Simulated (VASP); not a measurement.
# LaGa2 (P6/mmm) in VASP: notebook

LaGa2 is run at these levels: LDA; tasks: single point.

All numbers are computed with VASP 6.6.1; they aren't measurements. Logs are shortened: lines on timing, memory, paths and dates and some standing lists are left out, and cuts for length are marked.

### 1 The cell of the first run

It takes space group P6/mmm (No. 191, hexagonal). Conventional cell: a = 4.320 Å, b = 4.320 Å, c = 4.416 Å, α = 90.00°, β = 90.00°, γ = 120.00°. La (site symmetry 6/mmm) has 12 Ga at 3.33 Å and 8 La at 4.32 to 4.42 Å within 4.5 Å. Within 3.4 Å of Ga (site symmetry -6m2) lie 3 Ga at 2.49 Å and 6 La at 3.33 Å.

### 2 Single point, LDA

INCAR

```
ALGO     = Normal         # electronic algorithm
EDIFF    = 1E-6           # SCF threshold, eV
ENCUT    = 500            # plane-wave cutoff, eV
GGA      = CA             # functional
GGA_COMPAT= F            
ISIF     = 2              # what is computed and relaxed
ISMEAR   = 1              # smearing method
LASPH    = T              # aspherical terms in the spheres
LCHARG   = F              # write CHGCAR
LMAXMIX  = 6              # l up to which the mixer works
LREAL    = F              # projectors in reciprocal space
LWAVE    = F              # write WAVECAR
NBANDS   = 46             # bands
NELM     = 200            # most SCF steps
PREC     = Accurate       # precision mode
SIGMA    = 0.1            # smearing width, eV
```

KPOINTS

```
k-points
0
Gamma
  4 2 4
```

POSCAR

```
LaGa2
1.0
    4.3200000000      0.0000000000      0.0000000000
   -4.3200000000      7.4824600000      0.0000000000
    0.0000000000      0.0000000000      4.4160000000
La Ga
2 4
Direct
    0.0000000000      0.0000000000      0.0000000000
    0.0000000000      0.5000000000      0.0000000000
    0.3333333333      0.3333333333      0.5000000000
    0.6666666667      0.1666666667      0.5000000000
    0.3333333333      0.8333333333      0.5000000000
    0.6666666667      0.6666666667      0.5000000000
```

Potentials or basis: VASP PAW LDA potentials, release 64 (La, Ga_d).

Command:

```console
cat potpaw_LDA.64/La/POTCAR potpaw_LDA.64/Ga_d/POTCAR > POTCAR
mpirun -np 1 vasp_std > vasp.out
```

OUTCAR:

```text
EDIFF = 1E-6
   ENCUT = 500
   GGA = CA
   ISIF = 2
   ISMEAR = 1
   LASPH = T
   LREAL = F
   NELM = 200
   PREC = Accurate

 ion  position               nearest neighbor table
   1  0.000  0.000  0.000-
   2  0.000  0.500  0.000-
   3  0.333  0.333  0.500-   4 2.49   4 2.49   6 2.49
   4  0.667  0.167  0.500-   3 2.49   3 2.49   5 2.49
   5  0.333  0.833  0.500-   6 2.49   6 2.49   4 2.49
   6  0.667  0.667  0.500-   5 2.49   5 2.49   3 2.49

  LATTYP: Found a simple orthorhombic cell.
 ALAT       =     4.3200000000
 B/A-ratio  =     1.0222222222
 C/A-ratio  =     1.7320509259

  Lattice vectors:

 A1 = (  -4.3200000000,   0.0000000000,   0.0000000000)
 A2 = (   0.0000000000,   0.0000000000,   4.4160000000)
 A3 = (   0.0000000000,   7.4824600000,   0.0000000000)

Analysis of symmetry for initial positions (statically):
=====================================================================
 Subroutine PRICEL returns following result:

  LATTYP: Found a hexagonal cell.
 ALAT       =     4.3200000000
 C/A-ratio  =     1.0222222222

  Lattice vectors:

 A1 = (   4.3200000000,   0.0000000000,   0.0000000000)
 A2 = (  -2.1600000000,   3.7412300000,   0.0000000000)
 A3 = (   0.0000000000,   0.0000000000,   4.4160000000)

   2 primitive cells build up your supercell.

 Routine SETGRP: Setting up the symmetry group for a
 simple orthorhombic supercell.

 Subroutine GETGRP returns: Found  8 space group operations
 (whereof  8 operations were pure point group operations)
 out of a pool of  8 trial point group operations.

The static configuration has the point symmetry D_2h.

Analysis of symmetry for dynamics (positions and initial velocities):
=====================================================================
 Subroutine PRICEL returns following result:

  LATTYP: Found a hexagonal cell.
 ALAT       =     4.3200000000
 C/A-ratio  =     1.0222222222

  Lattice vectors:

 A1 = (   4.3200000000,   0.0000000000,   0.0000000000)
 A2 = (  -2.1600000000,   3.7412300000,   0.0000000000)
 A3 = (   0.0000000000,   0.0000000000,   4.4160000000)

   2 primitive cells build up your supercell.

 Routine SETGRP: Setting up the symmetry group for a
 simple orthorhombic supercell.

 Subroutine GETGRP returns: Found  8 space group operations
 (whereof  8 operations were pure point group operations)
 out of a pool of  8 trial point group operations.

The dynamic configuration has the point symmetry D_2h.

 Subroutine INISYM returns: Found  8 space group operations
 (whereof  8 operations are pure point group operations),
 and found     2 'primitive' translations

----------------------------------------------------------------------------------------

                                     Primitive cell

  volume of cell :      71.3719

  direct lattice vectors                    reciprocal lattice vectors
     4.320000000  0.000000000  0.000000000     0.231481481  0.133645887  0.000000000
    -2.160000000  3.741230000  0.000000000     0.000000000  0.267291773  0.000000000
     0.000000000  0.000000000  4.416000000     0.000000000  0.000000000  0.226449275

  length of vectors
     4.320000000  4.320000221  4.416000000     0.267291787  0.267291773  0.226449275

  position of ions in fractional coordinates (direct lattice)
     0.000000000  0.000000000  0.000000000
     0.333333333  0.666666667  0.500000000
     0.666666667  0.333333333  0.500000000

  ion indices of the primitive-cell ions
   primitive index   ion index
                 1           1
                 2           5
                 3           4

----------------------------------------------------------------------------------------

 KPOINTS: k-points

Automatic generation of k-mesh.
 Grid dimensions read from file:
 generate k-points for:    4    2    4

 Generating k-lattice:

  Cartesian coordinates                     Fractional coordinates (reciprocal lattice)
     0.057870370  0.033411472  0.000000000     0.250000000  0.000000000  0.000000000
     0.000000000  0.066822943  0.000000000     0.000000000  0.500000000  0.000000000
     0.000000000  0.000000000  0.056612319     0.000000000  0.000000000  0.250000000

  Length of vectors
     0.066822947  0.066822943  0.056612319

  Shift w.r.t. Gamma in fractional coordinates (k-lattice)
     0.000000000  0.000000000  0.000000000

 Subroutine IBZKPT returns following result:
 ===========================================

 Found     15 irreducible k-points:

 Following reciprocal coordinates:
            Coordinates               Weight
  0.000000  0.000000  0.000000      1.000000
  0.250000  0.000000  0.000000      4.000000
  0.500000  0.000000  0.000000      1.000000
  0.000000  0.500000  0.000000      1.000000
  0.500000  0.500000  0.000000      1.000000
  0.000000  0.000000  0.250000      2.000000
  0.250000  0.000000  0.250000      8.000000
  0.500000  0.000000  0.250000      2.000000
  0.000000  0.500000  0.250000      2.000000
  0.500000  0.500000  0.250000      2.000000
  0.000000  0.000000  0.500000      1.000000
  0.250000  0.000000  0.500000      4.000000
  0.500000  0.000000  0.500000      1.000000
  0.000000  0.500000  0.500000      1.000000
  0.500000  0.500000  0.500000      1.000000
   k-points           NKPTS =     15   k-points in BZ     NKDIM =     15   number of bands    NBANDS=     46
   number of dos      NEDOS =    301   number of ions     NIONS =      6
   total plane-waves  NPLWV =  65536
   dimension x,y,z NGX =    32 NGY =   64 NGZ =   32
   dimension x,y,z NGXF=    64 NGYF=  128 NGZF=   64
   ions per type =               2   4
   NGX,Y,Z   is equivalent  to a cutoff of  12.31, 12.31, 12.05 a.u.
   NGXF,Y,Z  is equivalent  to a cutoff of  24.63, 24.63, 24.09 a.u.
 SYSTEM =  unknown system
   PREC   = accura    normal or accurate (medium, high low for compatibility)
   ISTART =      0    job   : 0-new  1-cont  2-samecut
   ICHARG =      2    charge: 1-file 2-atom 10-const
   ISPIN  =      1    spin polarized calculation?
   LNONCOLLINEAR =      F non collinear calculations
   LSORBIT =      F    spin-orbit coupling
   LASPH  =      T    aspherical Exc in radial PAW
   ENCUT  =  500.0 eV  36.75 Ry    6.06 a.u.   7.88 15.75  8.05*2*pi/ulx,y,z
   NELM   =    200;   NELMIN=  2; NELMDL= -5     # of ELM steps
   EDIFF  = 0.1E-05   stopping-criterion for ELM
   LREAL  =      F    real-space projection
   EDIFFG = 0.1E-04   stopping-criterion for IOM
   NSW    =      0    number of steps for IOM
   IBRION =     -1    ionic relax: 0-MD 1-quasi-New 2-CG
   NFREE  =      0    steps in history (QN), initial steepest desc. (CG)
   ISIF   =      2    stress and relaxation
   ISYM   =      2    0-nonsym 1-usesym 2-fastsym
   POTIM  = 0.5000    time-step for ionic-motion
   TEBEG  =    0.0;   TEEND  =   0.0 temperature during run
   PSTRESS=    0.0 pullay stress
   NELECT =      74.0000    total number of electrons
   NUPDOWN=      -1.0000    fix difference up-down
   EMIN   =  10.00;   EMAX   =-10.00  energy-range for DOS
   EFERMI =   0.00;   METHOD = LEGACY
   ISMEAR =     1;   SIGMA  =   0.10  broadening in eV -4-tet -1-fermi 0-gaus
   EFERMI_NEDOS =   21; number of points for ismear=-14 and -15
   IALGO  =     38    algorithm
   IMIX   =      4    mixing-type and parameters
     AMIX     =   0.40;   BMIX     =  1.00
     AMIX_MAG =   1.60;   BMIX_MAG =  1.00
  volume/ion in A,a.u.               =      23.79       160.55
  Fermi-wavevector in a.u.,A,eV,Ry     =   1.315123  2.485222 23.531932  1.729548
  Thomas-Fermi vector in A             =   2.445328
   LORBIT       =      0    0 simple, 1 ext, 2 COOP (PROOUT), +10 PAW based schemes
   GGA     = CA    functional components
   LHFCALC =     F    Hartree Fock is set to
   AEXX    =    0.0000 exact exchange contribution
   IVDW    =     0    specifies the selected vdW correction
   LEPSILON=     F    determine dielectric tensor
   LRPA    =     F    only Hartree local field effects (RPA)
 non-spin polarized calculation
 Methfessel and Paxton  Order N= 1 SIGMA  =   0.10
  energy-cutoff  :      500.00
  volume of cell :      142.74
 maximum number of plane-waves:      3644
 NGX is ok and might be reduce to    32
   NGX = 15   NGY = 31   NGZ = 17

 number of electron      74.0000002 magnetization

 Free energy of the ion-electron system (eV)
  ---------------------------------------------------
  ext. energy  EPLUGINS =         0.00000000
  ---------------------------------------------------
  free energy    TOTEN  =       -29.63103950 eV

  energy without entropy =      -29.62911135  energy(sigma->0) =      -29.63039679

 E-fermi :   6.3226     XC(G=0): -10.7156

 val. band max:        6.2972551721   @ k =   0.0000   0.5000   0.0000
 cond. band min:       6.3843437529   @ k =   0.0000   0.0000   0.0000
 fundamental gap:      0.0870885808
 Fermi energy:         6.3225971165

 k-point     1 :       0.0000    0.0000    0.0000
  band No.  band energies     occupation
      1     -25.9627      2.00000
      2     -25.9376      2.00000
      3      -9.9247      2.00000
      4      -9.7145      2.00000
      5      -9.7061      2.00000
      6      -9.6184      2.00000
[... 38 lines left out ...]
     45       8.3680      0.00000
     46       8.3742      0.00000

 k-point     2 :       0.2500    0.0000    0.0000
  band No.  band energies     occupation
      1     -25.9502      2.00000
      2     -25.9376      2.00000
      3      -9.8514      2.00000
      4      -9.7465      2.00000
      5      -9.7094      2.00000
      6      -9.7070      2.00000
[... 38 lines left out ...]
     45       8.3894      0.00000
     46       8.4257      0.00000

 k-point     3 :       0.5000    0.0000    0.0000
  band No.  band energies     occupation
      1     -25.9376      2.00000
      2     -25.9376      2.00000
      3      -9.9247      2.00000
      4      -9.9247      2.00000
      5      -9.7061      2.00000
      6      -9.7061      2.00000
[... 38 lines left out ...]
     45       8.4985      0.00000
     46       8.5196      0.00000

 k-point     4 :       0.0000    0.5000    0.0000
  band No.  band energies     occupation
      1     -25.9502      2.00000
      2     -25.9502      2.00000
      3      -9.7465      2.00000
      4      -9.7465      2.00000
      5      -9.7094      2.00000
      6      -9.7094      2.00000
[... 479 lines left out ...]
     45       8.4355      0.00000
     46       8.4730      0.00000

 k-point    14 :       0.0000    0.5000    0.5000
  band No.  band energies     occupation
      1     -25.9395      2.00000
      2     -25.9395      2.00000
      3      -9.9702      2.00000
      4      -9.9702      2.00000
      5      -9.6976      2.00000
      6      -9.6976      2.00000
[... 38 lines left out ...]
     45       8.3829      0.00000
     46       8.4170      0.00000

 k-point    15 :       0.5000    0.5000    0.5000
  band No.  band energies     occupation
      1     -25.9277      2.00000
      2     -25.9277      2.00000
      3      -9.9109      2.00000
      4      -9.9109      2.00000
      5      -9.8013      2.00000
      6      -9.8013      2.00000
[... 38 lines left out ...]
     45       8.4321      0.00000
     46       8.4422      0.00000

------------------------ aborting loop because EDIFF is reached ----------------------------------------

  FORCE on cell =-STRESS in cart. coord.  units (eV):
  Direction    XX          YY          ZZ          XY          YZ          ZX
  --------------------------------------------------------------------------------------
  -------------------------------------------------------------------------------------
  Total       -4.5073319     -4.5073998     -3.3889516      0.0000000      0.0000000      0.0000000
  in kB      -50.5909577    -50.5917206    -38.0380932      0.0000000      0.0000000      0.0000000
  external PRESSURE =     -46.4069238 kB  Pullay stress =       0.0000000 kB

 VOLUME and BASIS-vectors are now :
 -----------------------------------------------------------------------------
  energy-cutoff  :      500.00
  volume of cell :      142.74
      direct lattice vectors                 reciprocal lattice vectors
     4.320000000  0.000000000  0.000000000     0.231481481  0.133645887  0.000000000
    -4.320000000  7.482460000  0.000000000     0.000000000  0.133645887  0.000000000
     0.000000000  0.000000000  4.416000000     0.000000000  0.000000000  0.226449275

 POSITION                                       TOTAL-FORCE (eV/Angst)
 -----------------------------------------------------------------------------------
      0.00000      0.00000      0.00000        -0.000000      0.000000     -0.000000
     -2.16000      3.74123      0.00000        -0.000000      0.000000     -0.000000
      0.00000      2.49415      2.20800        -0.000000      0.000001      0.000000
      2.16000      1.24708      2.20800        -0.000000     -0.000001      0.000000
     -2.16000      6.23538      2.20800         0.000000      0.000001     -0.000000
      0.00000      4.98831      2.20800        -0.000000     -0.000001     -0.000000
 -----------------------------------------------------------------------------------
    total drift:                                0.000000      0.000000     -0.000000

  FREE ENERGIE OF THE ION-ELECTRON SYSTEM (eV)
  ---------------------------------------------------
  free  energy   TOTEN  =       -29.6310395024 eV

  energy  without entropy=      -29.6291113524  energy(sigma->0) =      -29.63039679
```

Wall time 55 s (1 thread of AMD EPYC 9R45 (Zen 5), shared host); peak memory 0.22 GiB.

What came out:

```
Free energy            : -29.6310 eV
Pressure               : -4.6 GPa
Band gap on the k mesh : zero (bands 37 and 38 overlap by 1.54 eV)
```

Stress tensor (GPa, compression positive):
```
-5.06  0.00  0.00
 0.00 -5.06  0.00
 0.00  0.00 -3.80
```

Levels at points of the mesh, in eV from the Fermi level:
```csv
k point,band 33,band 34,band 35,band 36,band 37,band 38,band 39,band 40,band 41,band 42
"(0.00, 0.00, 0.00)",-0.72,-0.61,-0.58,-0.58,-0.15,0.06,0.37,1.51,1.83,1.83
"(0.50, 0.00, 0.00)",-0.82,-0.82,-0.72,-0.72,-0.61,-0.61,1.51,1.51,1.89,1.89
"(0.00, 0.50, 0.00)",-0.65,-0.65,-0.42,-0.42,-0.03,-0.03,1.43,1.43,1.83,1.83
"(0.50, 0.50, 0.00)",-2.61,-2.61,-0.44,-0.44,0.93,0.93,1.16,1.16,1.45,1.45
"(0.00, 0.00, 0.50)",-1.86,-1.29,-0.10,0.37,0.37,1.05,1.05,1.56,1.58,1.60
"(0.50, 0.00, 0.50)",-1.86,-1.86,-1.29,-1.29,-0.10,-0.10,1.56,1.56,2.02,2.02
"(0.00, 0.50, 0.50)",-2.29,-2.29,-1.17,-1.17,0.21,0.21,1.39,1.39,1.98,1.99
"(0.50, 0.50, 0.50)",-1.64,-1.64,-0.93,-0.93,-0.45,-0.45,1.90,1.90,1.96,1.96
```

Caveat: the k points lie up to 0.42 Å⁻¹ apart, too coarse for converged energies and pressures of a metal; spin-orbit coupling is left out, which moves the levels of the heavy elements.

(Part 1 of 2 ends here.)

The gap in the log of VASP goes by the Fermi energy; the results here count the filled bands.